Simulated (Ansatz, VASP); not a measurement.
# AlRu in VASP and in Ansatz

```
Al Ru
1.0
     2.96168    0.00000    0.00000
     0.00000    2.96168    0.00000
     0.00000    0.00000    2.99160
Al Ru
1 1
Direct
  0.00000 0.00000 0.00000
  0.50000 0.50000 0.50000
```

Change from the starting cell: equal xx and yy strain of -1 %.

Alike in both runs: task single point; functional PBEsol; k mesh 12 × 12 × 12; occupations fermi-dirac, width 0.05 eV; no spin polarisation.

|  | VASP | Ansatz |
| --- | --- | --- |
| version | VASP 6.6.1 | Ansatz 0.2.0 |
| potentials or method | VASP PAW PBE potentials, release 64 (Al, Ru_pv), cutoff 520 eV | all-electron LAPW, scalar-relativistic |

VASP gave:

* pressure (GPa): 1.0
* traceless stress, the component that is largest in VASP (GPa): -1.26

Task: Which values does Ansatz return?

Result: Pressure (GPa): 0.9; traceless stress, the component that is largest in VASP (GPa): -1.26.

VASP's potentials were made for PBE, not for PBEsol. Ansatz ran all-electron here, and VASP with PAW potentials.
